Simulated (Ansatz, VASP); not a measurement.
## Two plane-wave programs on As

The input INCAR:

```
ALGO     = Normal         # electronic algorithm
EDIFF    = 1E-6           # SCF threshold, eV
ENCUT    = 520            # plane-wave cutoff, eV
GGA      = PS             # functional
ISIF     = 2              # what is computed and relaxed
ISMEAR   = 0              # smearing method
LASPH    = True           # aspherical terms in the spheres
LCHARG   = False          # write CHGCAR
LREAL    = False          # projectors in reciprocal space
LWAVE    = False          # write WAVECAR
NBANDS   = 18             # bands
NELM     = 60             # most SCF steps
PREC     = Accurate       # precision mode
SIGMA    = 0.1            # smearing width, eV
```

The input KPOINTS:

```
k-points
0
Gamma
  6 6 4
```

The input POSCAR:

```
As
1.0
    3.9749003747      0.0000000000      0.0000000000
   -1.9874501874      3.4423647020      0.0000000000
    0.0000000000      0.0000000000      6.5599462376
As
4
Direct
    0.6666666667      0.3333333333      0.0629118567
    0.3333333333      0.6666666667      0.5629118567
    0.6666666667      0.3333333333      0.4370881433
    0.3333333333      0.6666666667      0.9370881433
```

Input for Ansatz:

```yaml
crystal:
  lattice:
    - [3.9749003747, 0.0, 0.0]
    - [-1.9874501874, 3.442364702, 0.0]
    - [0.0, 0.0, 6.5599462376]
  atoms:
    - { symbol: As, position: [0.6666666667, 0.3333333333, 0.0629118567] }
    - { symbol: As, position: [0.3333333333, 0.6666666667, 0.5629118567] }
    - { symbol: As, position: [0.6666666667, 0.3333333333, 0.4370881433] }
    - { symbol: As, position: [0.3333333333, 0.6666666667, 0.9370881433] }
basis:
  ecutwfc: 420
kpoints:
  mp_grid: { grid: [6, 6, 4] }
hamiltonian:
  xc: pbesol
scf:
  occupations: { method: gaussian, width: 0.1 }
output:
  forces: true
  stress: true
  eigenvalues: true
```

Alike in both runs: task single point; functional PBEsol; k mesh 6 × 6 × 4; occupations gaussian, width 0.1 eV; no spin polarisation.

|  | VASP | Ansatz |
| --- | --- | --- |
| version | VASP 6.6.1 | Ansatz 0.2.0 |
| potentials or method | VASP PAW PBE potentials, release 64 (As), cutoff 520 eV | scalar-relativistic, plane waves, PAW |
| valence electrons in the cell | 20 | 60 |

|  | VASP | Ansatz | Ansatz less VASP |
| --- | --- | --- | --- |
| gap on the k mesh at the Fermi level (eV) | none | none | - |
| pressure (GPa) | 16.6 | 15.9 | -0.62 |
| traceless stress, the component that is largest in VASP (GPa) | -1.71 | -1.70 | +0.007 |
| rms of the force components (eV/Å) | 0.192 | 0.189 | -0.0029 |

VASP's potentials were made for PBE, not for PBEsol. Atom by atom the forces differ by 0.003 eV/Å (rms over components). A gap of «none» marks a metal or a gap that the smearing closes. With one functional, cell and mesh, what is left measures potentials, basis and numerics. VASP's potentials hold 20 valence electrons a cell and Ansatz's 60, so a difference there can come from the potentials and not from the codes.
